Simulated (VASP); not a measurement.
A run of VASP 6.6.1 is set up as follows.

INCAR

```
SYSTEM = Rb
PREC = Accurate ; ENCUT = 520
EDIFF = 1E-7 ; ISMEAR = 0
SIGMA = 0.15 ; LREAL = .FALSE.
LASPH = .TRUE. ; NELM = 60
ALGO = Fast ; ISIF = 2
LWAVE = .FALSE. ; LCHARG = .FALSE.
GGA = PE ; IVDW = 12
NBANDS = 16
```

The input KPOINTS:

```
regular mesh
0
G
  10 10 6
  0 0 0
```

POSCAR

```
Rb
1.0
    2.1029070600     -4.3297492603      0.0000000000
    2.1029070600      4.3297492603      0.0000000000
    0.0000000000      0.0000000000      8.9275798158
Rb
2
Direct
    0.8359965595      0.1640034405      0.7500000000
    0.1640034405      0.8359965595      0.2500000000
```

Potentials or basis: VASP PAW PBE potentials, release 64 (Rb_sv).

Command:

```console
$ cat potpaw_PBE.64/Rb_sv/POTCAR > POTCAR
$ mpirun -np 1 vasp_std > vasp.out
```

Problem. Estimate the largest force.

Solution. 0.020 eV/Å.

Problem. What does it give for the dispersion energy per atom?

Solution. -0.112 eV.

Forces on the atoms (eV/Å):
```
Rb   0.000 -0.020  0.000
Rb   0.000  0.020  0.000
```

Caveat: the cell differs from its parent crystal (normal strain along x -0.1500, normal strain along z +0.1100).
